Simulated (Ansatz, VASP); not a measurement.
**Hg: VASP beside Ansatz**

The input INCAR:

```
PREC = Accurate
ENCUT = 520
EDIFF = 1E-6
ISMEAR = 0
SIGMA = 0.03
LREAL = False
LASPH = True
NELM = 80
ALGO = Normal
ISIF = 2
LWAVE = False
LCHARG = False
NBANDS = 12
```

File KPOINTS:

```
regular mesh
0
Gamma
  11 11 11
```

Contents of POSCAR:

```
Hg
1.0
    1.7463233735      1.0082402698      2.1478810803
   -1.7463233735      1.0082402698      2.1478810803
    0.0000000000     -2.0164805396      2.1478810803
Hg
1
Direct
    0.0000000000      1.0000000000      0.0000000000
```

Input for Ansatz:

```yaml
crystal:
  lattice:
    - [1.7463233735, 1.0082402698, 2.1478810803]
    - [-1.7463233735, 1.0082402698, 2.1478810803]
    - [0.0, -2.0164805396, 2.1478810803]
  atoms:
    - { symbol: Hg, position: [0.0, 1.0, 0.0] }
hamiltonian:
  xc: lda
  pseudopotentials:
    kind: paw
    azcp:
      Hg: "pseudopotentials/Hg.paw.azcp"
basis:
  ecutwfc: 420
  fft_grid_basis: typed
kpoints:
  mp_grid: { grid: [11, 11, 11], shift: [0, 0, 0] }
magnetization:
  spin_polarized: false
scf:
  occupations: { method: gaussian, width: 0.03 }
  lower_state_search: "off"
output:
  stress: true
```

Alike in both runs: task single point; functional LDA; k mesh 11 × 11 × 11; occupations gaussian, width 0.03 eV; no spin polarisation.

```csv
,VASP,Ansatz
version,VASP 6.6.1,Ansatz 0.2.0
potentials or method,"VASP PAW LDA potentials, release 64 (Hg), cutoff 520 eV","plane waves (420 eV) with PAW, scalar-relativistic"
valence electrons in the cell,12,20
```

|  | VASP | Ansatz | Ansatz less VASP |
| --- | --- | --- | --- |
| pressure (GPa) | 0.9 | 0.2 | -0.69 |
| traceless stress, the component that is largest in VASP (GPa) | 0.54 | 0.19 | -0.348 |

Ansatz warns that its potentials were made for another functional, while VASP's fit it. LDA's correlation is that of Perdew and Zunger in VASP and of Perdew and Wang (1992) in Ansatz. VASP's potentials hold 12 valence electrons a cell and Ansatz's 20, so a difference there can come from the potentials and not from the codes.

Spin-orbit coupling is off throughout.
